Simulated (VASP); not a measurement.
# Mg2ZnO6 (P1) in VASP: single point with r2SCAN

Aim: the single point of Mg2ZnO6 with r2SCAN.

Program: VASP 6.6.1. These are calculated values, not measurements. Logs are shortened: lines on timing, memory, paths and dates and some standing lists are left out, and cuts for length are marked.

## (1) The cell of the first run

The typed cell holds 9 atoms: a = 3.639 Å, b = 5.111 Å, c = 6.674 Å, α = 68.04°, β = 90.45°, γ = 111.31°.

## (2) Single point, r2SCAN

Input file POSCAR:

```
Mg2ZnO6
1.0
   -0.0142820000      3.6391050000      0.0094970000
    4.7684380000     -1.8382700000     -0.0698440000
    2.5741670000     -0.0262500000     -6.1572150000
O Zn Mg
6 1 2
Direct
    0.0050540000      0.9734280000      0.7058960000
    0.0515510000      0.0405790000      0.2835770000
    0.7304410000      0.3916080000      0.4231520000
    0.3254260000      0.6109560000      0.5741410000
    0.7215100000      0.2846580000      0.8980890000
    0.3929220000      0.7067510000      0.0903120000
    0.0190560000      0.0325140000      0.9900930000
    0.8686540000      0.6196070000      0.6353490000
    0.2039700000      0.3649560000      0.3564140000
```

Input file INCAR.step1:

```
SYSTEM = Mg2ZnO6
  PREC = Accurate
  ENCUT = 660
  ISMEAR = -1
  SIGMA = 0.1
  LREAL = .FALSE.
  LASPH = .TRUE.
  NELM = 120
  NBANDS = 36
  GGA = PE
  ALGO = Normal
  EDIFF = 1E-5
  LWAVE = .TRUE.
  LCHARG = .FALSE.
  GGA_COMPAT = .FALSE.
```

Input file INCAR.step2:

```
SYSTEM = Mg2ZnO6
  PREC = Accurate
  ENCUT = 660
  EDIFF = 1E-6
  ISMEAR = -1
  SIGMA = 0.1
  LREAL = .FALSE.
  LASPH = .TRUE.
  NELM = 120
  ALGO = Normal
  ISIF = 2
  LWAVE = .FALSE.
  LCHARG = .TRUE.
  METAGGA = R2SCAN
  LMIXTAU = .TRUE.
  LELF = .TRUE.
  LVHAR = .TRUE.
  NBANDS = 36
  ISTART = 1
  GGA_COMPAT = .FALSE.
```

Input file KPOINTS:

```
Automatic mesh
0
Gamma
  5 4 3
  0 0.5 0.5
```

Potentials or basis: VASP PAW PBE potentials, release 64 (O, Zn, Mg).

Run with:

```
$ cat potpaw_PBE.64/O/POTCAR potpaw_PBE.64/Zn/POTCAR potpaw_PBE.64/Mg/POTCAR > POTCAR
$ cp INCAR.step1 INCAR
$ mpirun -np 1 vasp_std > vasp.out
$ cp INCAR.step2 INCAR
$ mpirun -np 1 vasp_std > vasp.out
```

OUTCAR:

```text
SYSTEM = Mg2ZnO6
   PREC = Accurate
   ENCUT = 660
   EDIFF = 1E-6
   ISMEAR = -1
   LREAL = .FALSE.
   LASPH = .TRUE.
   NELM = 120
   ISIF = 2
   METAGGA = R2SCAN
   ISTART = 1

 ion  position               nearest neighbor table
   1  0.005  0.973  0.706-   8 1.93   7 2.03   9 2.33
   2  0.052  0.041  0.284-   9 1.80   7 1.98   8 2.41
   3  0.730  0.392  0.423-   9 1.85   9 1.93   8 2.10
   4  0.325  0.611  0.574-   8 1.73   8 2.00   9 2.20
   5  0.722  0.285  0.898-   8 1.84   7 1.90   7 2.37
   6  0.393  0.707  0.090-   9 1.87   7 2.20   7 2.42
   7  0.019  0.033  0.990-   5 1.90   2 1.98   1 2.03   6 2.20   5 2.37   6 2.42   8 3.28
   8  0.869  0.620  0.635-   4 1.73   5 1.84   1 1.93   4 2.00   3 2.10   2 2.41   9 3.11   9 3.23
                             7 3.28   9 3.29
   9  0.204  0.365  0.356-   2 1.80   3 1.85   6 1.87   3 1.93   4 2.20   1 2.33   8 3.11   8 3.23
                             8 3.29

  LATTYP: Found a triclinic cell.
 ALAT       =     5.1109799195
 B/A-ratio  =     1.3057581573
 C/A-ratio  =     0.7120249883
 COS(alpha) =     0.0078547841
 COS(beta)  =     0.3633639431
 COS(gamma) =     0.3738893810

  Lattice vectors:

 A1 = (  -4.7684380000,   1.8382700000,   0.0698440000)
 A2 = (  -2.5741670000,   0.0262500000,   6.1572150000)
 A3 = (  -0.0142820000,   3.6391050000,   0.0094970000)

Analysis of symmetry for initial positions (statically):
=====================================================================
 Subroutine PRICEL returns:
 Original cell was already a primitive cell.

 Routine SETGRP: Setting up the symmetry group for a
 triclinic supercell.

 Subroutine GETGRP returns: Found  1 space group operations
 (whereof  1 operations were pure point group operations)
 out of a pool of  2 trial point group operations.

The static configuration has the point symmetry C_1 .

Analysis of symmetry for dynamics (positions and initial velocities):
=====================================================================
 Subroutine PRICEL returns:
 Original cell was already a primitive cell.

 Routine SETGRP: Setting up the symmetry group for a
 triclinic supercell.

 Subroutine GETGRP returns: Found  1 space group operations
 (whereof  1 operations were pure point group operations)
 out of a pool of  2 trial point group operations.

The dynamic configuration has the point symmetry C_1 .

 Subroutine INISYM returns: Found  1 space group operations
 (whereof  1 operations are pure point group operations),
 and found     1 'primitive' translations

----------------------------------------------------------------------------------------

                                     Primitive cell

  volume of cell :     106.0731

  direct lattice vectors                    reciprocal lattice vectors
    -0.014282000  3.639105000  0.009497000     0.106688640  0.275098208  0.043430845
     4.768438000 -1.838270000 -0.069844000     0.211236512  0.000598554  0.088309787
     2.574167000 -0.026250000 -6.157215000    -0.002231590  0.000417527 -0.163345838

  length of vectors
     3.639145417  5.110979919  6.673703722     0.298241057  0.228953797  0.163361615

  position of ions in fractional coordinates (direct lattice)
     0.005054000  0.973428000  0.705896000
     0.051551000  0.040579000  0.283577000
     0.730441000  0.391608000  0.423152000
     0.325426000  0.610956000  0.574141000
     0.721510000  0.284658000  0.898089000
     0.392922000  0.706751000  0.090312000
     0.019056000  0.032514000  0.990093000
     0.868654000  0.619607000  0.635349000
     0.203970000  0.364956000  0.356414000

  ion indices of the primitive-cell ions
   primitive index   ion index
                 1           1
                 2           2
                 3           3
                 4           4
                 5           5
                 6           6
                 7           7
                 8           8
                 9           9

----------------------------------------------------------------------------------------

 KPOINTS: Automatic mesh

Automatic generation of k-mesh.
 Grid dimensions read from file:
 generate k-points for:    5    4    3

 Generating k-lattice:

  Cartesian coordinates                     Fractional coordinates (reciprocal lattice)
     0.021337728  0.055019642  0.008686169     0.200000000 -0.000000000  0.000000000
     0.052809128  0.000149639  0.022077447    -0.000000000  0.250000000  0.000000000
    -0.000743863  0.000139176 -0.054448613     0.000000000  0.000000000  0.333333333

  Length of vectors
     0.059648211  0.057238449  0.054453872

  Shift w.r.t. Gamma in fractional coordinates (k-lattice)
     0.000000000  0.500000000  0.500000000

 Subroutine IBZKPT returns following result:
 ===========================================

 Found     30 irreducible k-points:

 Following reciprocal coordinates:
            Coordinates               Weight
 -0.000000  0.125000  0.166667      2.000000
  0.200000  0.125000  0.166667      2.000000
  0.400000  0.125000  0.166667      2.000000
 -0.400000  0.125000  0.166667      2.000000
 -0.200000  0.125000  0.166667      2.000000
 -0.000000  0.375000  0.166667      2.000000
[... 16 lines left out ...]
  0.400000  0.125000  0.500000      2.000000
 -0.400000  0.125000  0.500000      2.000000
 [... further k-points ...]
   k-points           NKPTS =     30   k-points in BZ     NKDIM =     30   number of bands    NBANDS=     36
   number of dos      NEDOS =    301   number of ions     NIONS =      9
   total plane-waves  NPLWV =  80640
   dimension x,y,z NGX =    30 NGY =   48 NGZ =   56
   dimension x,y,z NGXF=    60 NGYF=   96 NGZF=  112
   ions per type =               6   1   2
   NGX,Y,Z   is equivalent  to a cutoff of  13.70, 15.61, 13.95 a.u.
   NGXF,Y,Z  is equivalent  to a cutoff of  27.41, 31.23, 27.90 a.u.
 SYSTEM =  Mg2ZnO6
   PREC   = accura    normal or accurate (medium, high low for compatibility)
   ISTART =      1    job   : 0-new  1-cont  2-samecut
   ICHARG =      0    charge: 1-file 2-atom 10-const
   ISPIN  =      1    spin polarized calculation?
   LNONCOLLINEAR =      F non collinear calculations
   LSORBIT =      F    spin-orbit coupling
   LASPH  =      T    aspherical Exc in radial PAW
   ENCUT  =  660.0 eV  48.51 Ry    6.96 a.u.   7.62 10.71 13.98*2*pi/ulx,y,z
   NELM   =    120;   NELMIN=  2; NELMDL=  0     # of ELM steps
   EDIFF  = 0.1E-05   stopping-criterion for ELM
   LREAL  =      F    real-space projection
   EDIFFG = 0.1E-04   stopping-criterion for IOM
   NSW    =      0    number of steps for IOM
   IBRION =     -1    ionic relax: 0-MD 1-quasi-New 2-CG
   NFREE  =      0    steps in history (QN), initial steepest desc. (CG)
   ISIF   =      2    stress and relaxation
   ISYM   =      2    0-nonsym 1-usesym 2-fastsym
   POTIM  = 0.5000    time-step for ionic-motion
   TEBEG  =    0.0;   TEEND  =   0.0 temperature during run
   PSTRESS=    0.0 pullay stress
   NELECT =      52.0000    total number of electrons
   NUPDOWN=      -1.0000    fix difference up-down
   EMIN   =  10.00;   EMAX   =-10.00  energy-range for DOS
   EFERMI =   0.00;   METHOD = LEGACY
   ISMEAR =    -1;   SIGMA  =   0.10  broadening in eV -4-tet -1-fermi 0-gaus
   EFERMI_NEDOS =   21; number of points for ismear=-14 and -15
   IALGO  =     38    algorithm
   IMIX   =      4    mixing-type and parameters
     AMIX     =   0.40;   BMIX     =  1.00
     AMIX_MAG =   1.60;   BMIX_MAG =  1.00
  volume/ion in A,a.u.               =      11.79        79.54
  Fermi-wavevector in a.u.,A,eV,Ry     =   1.290845  2.439344 22.671143  1.666282
  Thomas-Fermi vector in A             =   2.422652
   LORBIT       =      0    0 simple, 1 ext, 2 COOP (PROOUT), +10 PAW based schemes
   METAGGA = R2SCAN    functional components
   LHFCALC =     F    Hartree Fock is set to
   AEXX    =    0.0000 exact exchange contribution
   IVDW    =     0    specifies the selected vdW correction
   LEPSILON=     F    determine dielectric tensor
   LRPA    =     F    only Hartree local field effects (RPA)
 non-spin polarized calculation
  energy-cutoff  :      660.00
  volume of cell :      106.07
 maximum number of plane-waves:      4104
   NGX = 15   NGY = 21   NGZ = 27

 number of electron      52.0000009 magnetization

 Free energy of the ion-electron system (eV)
  ---------------------------------------------------
  ext. energy  EPLUGINS =         0.00000000
  ---------------------------------------------------
  free energy    TOTEN  =       -57.07584767 eV

  energy without entropy =      -56.58613564  energy(sigma->0) =      -56.83099165

 E-fermi :  -0.9401     XC(G=0): -10.4967

 val. band max:       -0.9419925193   @ k =  -0.4000   0.3750   0.1667
 cond. band min:      -0.9382907418   @ k =   0.4000   0.3750   0.1667
 fundamental gap:      0.0037017775
 Fermi energy:        -0.9401171401

 k-point     1 :      -0.0000    0.1250    0.1667
  band No.  band energies     occupation
      1     -19.1314      2.00000
      2     -18.2561      2.00000
      3     -17.9355      2.00000
      4     -17.8359      2.00000
      5     -17.6668      2.00000
      6     -17.4085      2.00000
[... 28 lines left out ...]
     35      13.5442      0.00000
     36      13.9961      0.00000

 k-point     2 :       0.2000    0.1250    0.1667
  band No.  band energies     occupation
      1     -18.9128      2.00000
      2     -18.1723      2.00000
      3     -18.0029      2.00000
      4     -17.8374      2.00000
      5     -17.6861      2.00000
      6     -17.4975      2.00000
[... 28 lines left out ...]
     35      13.0524      0.00000
     36      13.7271      0.00000

 k-point     3 :       0.4000    0.1250    0.1667
  band No.  band energies     occupation
      1     -18.4846      2.00000
      2     -18.1283      2.00000
      3     -18.0130      2.00000
      4     -17.8496      2.00000
      5     -17.7804      2.00000
      6     -17.6272      2.00000
[... 28 lines left out ...]
     35      12.5721      0.00000
     36      13.8493      0.00000

 k-point     4 :      -0.4000    0.1250    0.1667
  band No.  band energies     occupation
      1     -18.5666      2.00000
      2     -18.1886      2.00000
      3     -17.9240      2.00000
      4     -17.8552      2.00000
      5     -17.7371      2.00000
      6     -17.5946      2.00000
[... 28 lines left out ...]
     35      13.0145      0.00000
     36      13.7988      0.00000

 k-point     5 :      -0.2000    0.1250    0.1667
  band No.  band energies     occupation
      1     -18.9849      2.00000
      2     -18.2619      2.00000
      3     -17.8896      2.00000
      4     -17.8047      2.00000
      5     -17.6524      2.00000
      6     -17.4897      2.00000
[... 655 lines left out ...]
 k-point    22 :       0.2000    0.1250    0.5000
  band No.  band energies     occupation
      1     -18.7961      2.00000
      2     -18.4058      2.00000
      3     -17.9793      2.00000
      4     -17.8101      2.00000
      5     -17.6156      2.00000
      6     -17.5096      2.00000
[... 28 lines left out ...]
     35      13.2067      0.00000
     36      13.7458      0.00000

 k-point    23 :       0.4000    0.1250    0.5000
  band No.  band energies     occupation
      1     -18.4435      2.00000
      2     -18.1460      2.00000
      3     -17.9898      2.00000
      4     -17.8843      2.00000
      5     -17.8019      2.00000
      6     -17.6276      2.00000
[... 28 lines left out ...]
     35      13.0219      0.00000
     36      13.2688      0.00000

 k-point    24 :      -0.4000    0.1250    0.5000
  band No.  band energies     occupation
      1     -18.4691      2.00000
      2     -18.3033      2.00000
      3     -17.9027      2.00000
      4     -17.8590      2.00000
      5     -17.7394      2.00000
      6     -17.6030      2.00000
[... 28 lines left out ...]
     35      12.9964      0.00000
     36      13.5840      0.00000

 [... further k-points ...]

------------------------ aborting loop because EDIFF is reached ----------------------------------------

  FORCE on cell =-STRESS in cart. coord.  units (eV):
  Direction    XX          YY          ZZ          XY          YZ          ZX
  --------------------------------------------------------------------------------------
  -------------------------------------------------------------------------------------
  Total        4.5463379      5.4223072     -1.2629800     -2.2923798      2.2452731      0.6081700
  in kB       68.6700261     81.9010785    -19.0766440    -34.6251824     33.9136602      9.1860862
  external PRESSURE =      43.8314869 kB  Pullay stress =       0.0000000 kB

 VOLUME and BASIS-vectors are now :
 -----------------------------------------------------------------------------
  energy-cutoff  :      660.00
  volume of cell :      106.07
      direct lattice vectors                 reciprocal lattice vectors
    -0.014282000  3.639105000  0.009497000     0.106688640  0.275098208  0.043430845
     4.768438000 -1.838270000 -0.069844000     0.211236512  0.000598554  0.088309787
     2.574167000 -0.026250000 -6.157215000    -0.002231590  0.000417527 -0.163345838

 POSITION                                       TOTAL-FORCE (eV/Angst)
 -----------------------------------------------------------------------------------
      6.45875     -1.78956     -4.41429         1.371537      0.009729     -0.663982
      0.92274      0.10556     -1.74839        -2.974511      0.234222      1.264521
      2.94619      1.92716     -2.62585        -0.235902     -0.777246     -0.110537
      4.38659      0.04609     -3.57469         0.043501      3.486392      0.520491
      3.65890      2.07880     -5.54276        -0.729107     -0.442824     -1.749019
      3.59696      0.12831     -0.60170         1.228863     -0.091381      1.676015
      2.70343     -0.01641     -6.09831        -1.018894      0.722231     -0.296425
      4.57765      2.00544     -3.94701         0.903418     -3.912972      1.356386
      2.65483      0.06202     -2.21807         1.411095      0.771848     -1.997450
 -----------------------------------------------------------------------------------
    total drift:                               -0.007582     -0.016936     -0.016623

  FREE ENERGIE OF THE ION-ELECTRON SYSTEM (eV)
  ---------------------------------------------------
  free  energy   TOTEN  =       -57.0758476735 eV

  energy  without entropy=      -56.5861356352  energy(sigma->0) =      -56.83099165
```

Wall time 20 min (1 thread of Oxide Virtual Turin-like, shared host); peak memory 0.35 GiB.

What came out:

- Free energy: -57.0758 eV
- Pressure: 4.4 GPa
- Largest force: 4.239 eV/Å
- Band gap on the k mesh: zero (bands 26 and 27 overlap by 0.10 eV)

Forces in eV/Å, atoms in the order of the input:
```
O    1.372  0.010 -0.664
O   -2.975  0.234  1.265
O   -0.236 -0.777 -0.111
O    0.044  3.486  0.520
O   -0.729 -0.443 -1.749
O    1.229 -0.091  1.676
Zn  -1.019  0.722 -0.296
Mg   0.903 -3.913  1.356
Mg   1.411  0.772 -1.997
```

Caveat: the k points lie up to 0.37 Å⁻¹ apart; semilocal functionals underestimate gaps, and a narrow one can read as zero; the PAW data sets were made with another functional, which shifts forces and pressure a little.
